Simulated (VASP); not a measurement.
# SrO (Fm-3m) in VASP: a series of runs

The runs below take SrO through single point, relaxation of cell and atoms, with PBEsol.

Everything below comes from runs of VASP 6.6.1. Logs are shortened: lines on timing, memory, paths and dates and some standing lists are left out, and cuts for length are marked.

## 1. The cell of the first run

Symmetry: Fm-3m, No. 225, cubic system. The conventional cell has a = 5.123 Å, b = 5.123 Å, c = 5.123 Å, α = 90.00°, β = 90.00°, γ = 90.00°. Within 3.4 Å of Sr (site symmetry m-3m) lie 6 O at 2.56 Å. Within 3.4 Å of O (site symmetry m-3m) lie 6 Sr at 2.56 Å.

## 2. Single point, PBEsol

INCAR

```
SYSTEM = SrO
ALGO = Normal
EDIFF = 1E-7
ENCUT = 520
GGA = PS
ISIF = 2
ISMEAR = 0
LASPH = .TRUE.
LCHARG = .FALSE.
LREAL = .FALSE.
LWAVE = .FALSE.
NBANDS = 15
NELM = 60
PREC = Accurate
SIGMA = 0.02
```

KPOINTS

```
k-points
0
G
  8 8 8
  0 0 0
```

POSCAR

```
SrO
1.0
    0.0000000000      2.5612507337      2.5612507337
    2.5612507337      0.0000000000      2.5612507337
    2.5612507337      2.5612507337      0.0000000000
Sr O
1 1
Direct
    0.5000000000      0.5000000000      0.5000000000
    0.0000000000      0.0000000000      0.0000000000
```

Potentials or basis: VASP PAW PBE potentials, release 64 (Sr_sv, O).

Command:

```
$ cat potpaw_PBE.64/Sr_sv/POTCAR potpaw_PBE.64/O/POTCAR > POTCAR
$ mpirun -np 1 vasp_std > vasp.out
```

OUTCAR:

```text
SYSTEM = SrO
   EDIFF = 1E-7
   ENCUT = 520
   GGA = PS
   ISIF = 2
   ISMEAR = 0
   LASPH = .TRUE.
   LREAL = .FALSE.
   NELM = 60
   PREC = Accurate

 ion  position               nearest neighbor table
   1  0.500  0.500  0.500-   2 2.56   2 2.56   2 2.56   2 2.56   2 2.56   2 2.56
   2  0.000  0.000  0.000-   1 2.56   1 2.56   1 2.56   1 2.56   1 2.56   1 2.56

  LATTYP: Found a face centered cubic cell.
 ALAT       =     5.1225014674

  Lattice vectors:

 A1 = (   0.0000000000,   2.5612507337,   2.5612507337)
 A2 = (   2.5612507337,   0.0000000000,   2.5612507337)
 A3 = (   2.5612507337,   2.5612507337,   0.0000000000)

Analysis of symmetry for initial positions (statically):
=====================================================================
 Subroutine PRICEL returns:
 Original cell was already a primitive cell.

 Routine SETGRP: Setting up the symmetry group for a
 face centered cubic supercell.

 Subroutine GETGRP returns: Found 48 space group operations
 (whereof 48 operations were pure point group operations)
 out of a pool of 48 trial point group operations.

The static configuration has the point symmetry O_h .

Analysis of symmetry for dynamics (positions and initial velocities):
=====================================================================
 Subroutine PRICEL returns:
 Original cell was already a primitive cell.

 Routine SETGRP: Setting up the symmetry group for a
 face centered cubic supercell.

 Subroutine GETGRP returns: Found 48 space group operations
 (whereof 48 operations were pure point group operations)
 out of a pool of 48 trial point group operations.

The dynamic configuration has the point symmetry O_h .

 Subroutine INISYM returns: Found 48 space group operations
 (whereof 48 operations are pure point group operations),
 and found     1 'primitive' translations

----------------------------------------------------------------------------------------

                                     Primitive cell

  volume of cell :      33.6036

  direct lattice vectors                    reciprocal lattice vectors
     0.000000000  2.561250734  2.561250734    -0.195217123  0.195217123  0.195217123
     2.561250734  0.000000000  2.561250734     0.195217123 -0.195217123  0.195217123
     2.561250734  2.561250734  0.000000000     0.195217123  0.195217123 -0.195217123

  length of vectors
     3.622155524  3.622155524  3.622155524     0.338125976  0.338125976  0.338125976

  position of ions in fractional coordinates (direct lattice)
     0.500000000  0.500000000  0.500000000
     0.000000000  0.000000000  0.000000000

  ion indices of the primitive-cell ions
   primitive index   ion index
                 1           1
                 2           2

----------------------------------------------------------------------------------------

 KPOINTS: k-points

Automatic generation of k-mesh.
 Grid dimensions read from file:
 generate k-points for:    8    8    8

 Generating k-lattice:

  Cartesian coordinates                     Fractional coordinates (reciprocal lattice)
    -0.024402140  0.024402140  0.024402140     0.125000000  0.000000000  0.000000000
     0.024402140 -0.024402140  0.024402140     0.000000000  0.125000000  0.000000000
     0.024402140  0.024402140 -0.024402140     0.000000000  0.000000000  0.125000000

  Length of vectors
     0.042265747  0.042265747  0.042265747

  Shift w.r.t. Gamma in fractional coordinates (k-lattice)
     0.000000000  0.000000000  0.000000000

 Subroutine IBZKPT returns following result:
 ===========================================

 Found     29 irreducible k-points:

 Following reciprocal coordinates:
            Coordinates               Weight
  0.000000  0.000000  0.000000      1.000000
  0.125000  0.000000  0.000000      8.000000
  0.250000  0.000000  0.000000      8.000000
  0.375000  0.000000  0.000000      8.000000
  0.500000  0.000000  0.000000      4.000000
  0.125000  0.125000  0.000000      6.000000
[... 16 lines left out ...]
  0.500000  0.250000  0.125000     48.000000
 -0.375000  0.250000  0.125000     24.000000
 [... further k-points ...]
   k-points           NKPTS =     29   k-points in BZ     NKDIM =     29   number of bands    NBANDS=     15
   number of dos      NEDOS =    301   number of ions     NIONS =      2
   total plane-waves  NPLWV =  21952
   dimension x,y,z NGX =    28 NGY =   28 NGZ =   28
   dimension x,y,z NGXF=    56 NGYF=   56 NGZF=   56
   ions per type =               1   1
   NGX,Y,Z   is equivalent  to a cutoff of  12.85, 12.85, 12.85 a.u.
   NGXF,Y,Z  is equivalent  to a cutoff of  25.70, 25.70, 25.70 a.u.
 SYSTEM =  SrO
   PREC   = accura    normal or accurate (medium, high low for compatibility)
   ISTART =      0    job   : 0-new  1-cont  2-samecut
   ICHARG =      2    charge: 1-file 2-atom 10-const
   ISPIN  =      1    spin polarized calculation?
   LNONCOLLINEAR =      F non collinear calculations
   LSORBIT =      F    spin-orbit coupling
   LASPH  =      T    aspherical Exc in radial PAW
   ENCUT  =  520.0 eV  38.22 Ry    6.18 a.u.   6.73  6.73  6.73*2*pi/ulx,y,z
   NELM   =     60;   NELMIN=  2; NELMDL= -5     # of ELM steps
   EDIFF  = 0.1E-06   stopping-criterion for ELM
   LREAL  =      F    real-space projection
   EDIFFG = 0.1E-05   stopping-criterion for IOM
   NSW    =      0    number of steps for IOM
   IBRION =     -1    ionic relax: 0-MD 1-quasi-New 2-CG
   NFREE  =      0    steps in history (QN), initial steepest desc. (CG)
   ISIF   =      2    stress and relaxation
   ISYM   =      2    0-nonsym 1-usesym 2-fastsym
   POTIM  = 0.5000    time-step for ionic-motion
   TEBEG  =    0.0;   TEEND  =   0.0 temperature during run
   PSTRESS=    0.0 pullay stress
   NELECT =      16.0000    total number of electrons
   NUPDOWN=      -1.0000    fix difference up-down
   EMIN   =  10.00;   EMAX   =-10.00  energy-range for DOS
   EFERMI =   0.00;   METHOD = LEGACY
   ISMEAR =     0;   SIGMA  =   0.02  broadening in eV -4-tet -1-fermi 0-gaus
   EFERMI_NEDOS =   21; number of points for ismear=-14 and -15
   IALGO  =     38    algorithm
   IMIX   =      4    mixing-type and parameters
     AMIX     =   0.40;   BMIX     =  1.00
     AMIX_MAG =   1.60;   BMIX_MAG =  1.00
  volume/ion in A,a.u.               =      16.80       113.38
  Fermi-wavevector in a.u.,A,eV,Ry     =   1.278359  2.415748 22.234654  1.634201
  Thomas-Fermi vector in A             =   2.410906
   LORBIT       =      0    0 simple, 1 ext, 2 COOP (PROOUT), +10 PAW based schemes
   GGA     = PS    functional components
   LHFCALC =     F    Hartree Fock is set to
   AEXX    =    0.0000 exact exchange contribution
   IVDW    =     0    specifies the selected vdW correction
   LEPSILON=     F    determine dielectric tensor
   LRPA    =     F    only Hartree local field effects (RPA)
 non-spin polarized calculation
 Gauss-broadening in eV      SIGMA  =   0.02
  energy-cutoff  :      520.00
  volume of cell :       33.60
 maximum number of plane-waves:       934
   NGX = 13   NGY = 13   NGZ = 13

 number of electron      15.9999996 magnetization

 Free energy of the ion-electron system (eV)
  ---------------------------------------------------
  ext. energy  EPLUGINS =         0.00000000
  ---------------------------------------------------
  free energy    TOTEN  =       -12.63915965 eV

  energy without entropy =      -12.63915965  energy(sigma->0) =      -12.63915965

 E-fermi :   1.6430     XC(G=0): -10.3319

 val. band max:        1.5426828138   @ k =   0.0000   0.0000   0.0000
 cond. band min:       4.6896599755   @ k =   0.5000   0.5000   0.0000
 fundamental gap:      3.1469771617
 Fermi energy:         1.6429670357

 k-point     1 :       0.0000    0.0000    0.0000
  band No.  band energies     occupation
      1     -30.6553      2.00000
      2     -13.4694      2.00000
      3     -12.2958      2.00000
      4     -12.2958      2.00000
      5     -12.2958      2.00000
      6       1.5427      2.00000
      7       1.5427      2.00000
      8       1.5427      2.00000
      9       5.4460      0.00000
     10       7.7285      0.00000
     11       7.7285      0.00000
     12       7.7285      0.00000
     13       9.9495      0.00000
     14       9.9495      0.00000
     15      14.0817      0.00000

 k-point     2 :       0.1250    0.0000    0.0000
  band No.  band energies     occupation
      1     -30.6338      2.00000
      2     -13.8363      2.00000
      3     -12.3086      2.00000
      4     -12.3086      2.00000
      5     -11.9815      2.00000
      6       1.0700      2.00000
      7       1.3379      2.00000
      8       1.3379      2.00000
      9       6.1610      0.00000
     10       7.5653      0.00000
     11       8.0421      0.00000
     12       8.0421      0.00000
     13      10.3697      0.00000
     14      10.3697      0.00000
     15      15.1134      0.00000

 k-point     3 :       0.2500    0.0000    0.0000
  band No.  band energies     occupation
      1     -30.5814      2.00000
      2     -14.4210      2.00000
      3     -12.3393      2.00000
      4     -12.3393      2.00000
      5     -11.5233      2.00000
      6       0.2161      2.00000
      7       0.8973      2.00000
      8       0.8973      2.00000
      9       7.4914      0.00000
     10       7.7189      0.00000
     11       8.8951      0.00000
     12       8.8951      0.00000
     13      11.4180      0.00000
     14      11.4180      0.00000
     15      17.1975      0.00000
[... 343 lines left out ...]
 k-point    23 :       0.5000    0.2500    0.1250
  band No.  band energies     occupation
      1     -30.5010      2.00000
      2     -14.6220      2.00000
      3     -12.6865      2.00000
      4     -12.4825      2.00000
      5     -11.4976      2.00000
      6      -0.0430      2.00000
      7       0.5808      2.00000
      8       1.0125      2.00000
      9       7.0463      0.00000
     10       8.7009      0.00000
     11      10.5078      0.00000
     12      10.6745      0.00000
     13      12.7250      0.00000
     14      13.6679      0.00000
     15      15.8530      0.00000

 k-point    24 :      -0.3750    0.2500    0.1250
  band No.  band energies     occupation
      1     -30.4834      2.00000
      2     -14.6917      2.00000
      3     -12.7109      2.00000
      4     -12.5412      2.00000
      5     -11.4682      2.00000
      6      -0.0827      2.00000
      7       0.6555      2.00000
      8       0.7397      2.00000
      9       7.8798      0.00000
     10       8.2319      0.00000
     11      10.9151      0.00000
     12      11.1131      0.00000
     13      13.2746      0.00000
     14      14.5474      0.00000
     15      14.9193      0.00000

 [... further k-points ...]

------------------------ aborting loop because EDIFF is reached ----------------------------------------

  FORCE on cell =-STRESS in cart. coord.  units (eV):
  Direction    XX          YY          ZZ          XY          YZ          ZX
  --------------------------------------------------------------------------------------
  -------------------------------------------------------------------------------------
  Total        0.1330584      0.1330584      0.1330584      0.0000000      0.0000000     -0.0000000
  in kB        6.3440509      6.3440509      6.3440509      0.0000000      0.0000000     -0.0000000
  external PRESSURE =       6.3440509 kB  Pullay stress =       0.0000000 kB

 VOLUME and BASIS-vectors are now :
 -----------------------------------------------------------------------------
  energy-cutoff  :      520.00
  volume of cell :       33.60
      direct lattice vectors                 reciprocal lattice vectors
     0.000000000  2.561250734  2.561250734    -0.195217123  0.195217123  0.195217123
     2.561250734  0.000000000  2.561250734     0.195217123 -0.195217123  0.195217123
     2.561250734  2.561250734  0.000000000     0.195217123  0.195217123 -0.195217123

 POSITION                                       TOTAL-FORCE (eV/Angst)
 -----------------------------------------------------------------------------------
      2.56125      2.56125      2.56125        -0.000000      0.000000      0.000000
      0.00000      0.00000      0.00000         0.000000     -0.000000     -0.000000
 -----------------------------------------------------------------------------------
    total drift:                                0.000000      0.000000      0.000000

  FREE ENERGIE OF THE ION-ELECTRON SYSTEM (eV)
  ---------------------------------------------------
  free  energy   TOTEN  =       -12.6391596547 eV

  energy  without entropy=      -12.6391596547  energy(sigma->0) =      -12.63915965
```

Wall time 8.9 s (1 thread of Intel Xeon 6975P-C (Granite Rapids), shared host); peak memory 0.16 GiB.

What came out:

```yaml
Free_energy: -12.6392 eV
Pressure: 0.6 GPa
Band_gap_on_the_k_mesh: 3.15 eV (least direct gap 3.23 eV)
```

Caveat: the PAW data sets were made with another functional, which shifts forces and pressure a little.

## 3. Relaxation of cell and atoms, PBEsol

This run uses another cell than the first one, of 17.52 Å³/atom.

INCAR

```
PREC = Accurate
ENCUT = 600
EDIFF = 1E-6
ISMEAR = 0
SIGMA = 0.02
LREAL = False
LASPH = True
NELM = 100
ALGO = Normal
ISIF = 3
LWAVE = False
LCHARG = False
GGA = PS
IBRION = 2
NSW = 70
EDIFFG = -0.005
```

KPOINTS

```
regular mesh
0
Gamma
  8 8 8
```

POSCAR

```
SrO
1.0
    0.0000000000      2.5973730518      2.5973730518
    2.5973730518      0.0000000000      2.5973730518
    2.5973730518      2.5973730518      0.0000000000
Sr O
1 1
Direct
    0.5000000000      0.5000000000      0.5000000000
    0.0000000000      0.0000000000      0.0000000000
```

Potentials or basis: VASP PAW PBE potentials, release 64 (Sr_sv, O).

Command:

```
$ cat potpaw_PBE.64/Sr_sv/POTCAR potpaw_PBE.64/O/POTCAR > POTCAR
$ mpirun -np 1 vasp_std > vasp.out
```

Run time: 20 s. Hardware: 1 thread of Intel Xeon 6975P-C (Granite Rapids), shared host; peak memory 0.18 GiB.

Results (log left out):

* Free energy: -12.6426 eV
* Relaxed volume: 16.90 Å³/atom
* Relaxed cell: a = 3.629 Å, b = 3.629 Å, c = 3.629 Å, α = 60.00°, β = 60.00°, γ = 60.00°
* Space group after relaxing (to 0.1 Å): Fm-3m (No. 225)
* Energy gained by relaxing: 6.3 meV/atom
* Ionic steps: 3
* Pressure after relaxing: 0.0 GPa
* Band gap on the k mesh: 3.15 eV (least direct gap 3.24 eV)

The path:
```csv
step,energy change (eV),largest force (eV/Å),pressure (GPa),volume (Å³)
1,0.0000,0.0000,-3.13,35.05
2,-0.0108,0.0000,1.32,33.34
3,-0.0127,0.0000,0.00,33.79
```

Final structure:
```cif
data_structure
_symmetry_space_group_name_H-M 'P 1'
_symmetry_Int_Tables_number 1
_cell_length_a 3.6289
_cell_length_b 3.6289
_cell_length_c 3.6289
_cell_angle_alpha 60.000
_cell_angle_beta 60.000
_cell_angle_gamma 60.000
_cell_volume 33.79
loop_
_atom_site_label
_atom_site_type_symbol
_atom_site_fract_x
_atom_site_fract_y
_atom_site_fract_z
_atom_site_occupancy
Sr1 Sr 0.50000 0.50000 0.50000 1
O1 O 0.00000 0.00000 0.00000 1
```

Levels at points of the mesh, in eV from the valence-band top:
```csv
k point,band 4,band 5,band 6,band 7,band 8,band 9,band 10,band 11,band 12
"(0.00, 0.00, 0.00)",-13.86,-13.86,0.00,0.00,0.00,3.86,6.18,6.18,6.18
"(0.50, 0.00, 0.00)",-13.95,-12.67,-2.24,-1.16,-1.16,6.52,8.33,8.88,8.88
"(0.50, 0.50, 0.00)",-14.25,-14.25,-0.43,-0.08,-0.08,3.15,7.81,10.23,10.27
```

Caveat: the PAW data sets were made with another functional, which shifts forces and pressure a little. A k mesh can miss the band edges.

## 4. Single point, PBEsol

INCAR

```
SYSTEM = SrO
ALGO = Normal
EDIFF = 1E-7
ENCUT = 520
GGA = PS
ISIF = 2
ISMEAR = 0
ISYM = 0
LASPH = .TRUE.
LCHARG = .FALSE.
LREAL = .FALSE.
LWAVE = .FALSE.
NBANDS = 15
NELM = 60
PREC = Accurate
SIGMA = 0.02
```

KPOINTS

```
Automatic mesh
0
Gamma
  8 8 8
  0.5 0.5 0.5
```

POSCAR

```
SrO
1.0
   -0.0000034267      2.5612424852      2.5612424852
    2.5612424852     -0.0000034267      2.5612424852
    2.5612424852      2.5612424852     -0.0000034267
Sr O
1 1
Direct
    0.5000000000      0.5000000000      0.5000000000
    0.0000000000      0.0000000000      0.0000000000
```

Command:

```
$ cat potpaw_PBE.64/Sr_sv/POTCAR potpaw_PBE.64/O/POTCAR > POTCAR
$ mpirun -np 1 vasp_std > vasp.out
```

Wall time 3.6 min (1 thread of Intel Xeon 6975P-C (Granite Rapids), shared host); peak memory 0.59 GiB.

The run converged. Its results:

```
Free energy            : -12.6392 eV
Pressure               : 0.6 GPa
Band gap on the k mesh : 3.34 eV (least direct gap 3.40 eV)
```

Levels at points of the mesh, in eV from the valence-band top:
```tsv
k point	band 5	band 6	band 7	band 8	band 9	band 10	band 11	band 12
(0.06, 0.06, 0.06)	-13.69	-0.08	0.00	0.00	4.15	6.19	6.32	6.32
```

Caveat: the PAW data sets were made with another functional, which shifts forces and pressure a little; a shifted mesh leaves out Γ, where band edges can lie. A k mesh can miss the band edges.

(Continued in part 2 of 2.)
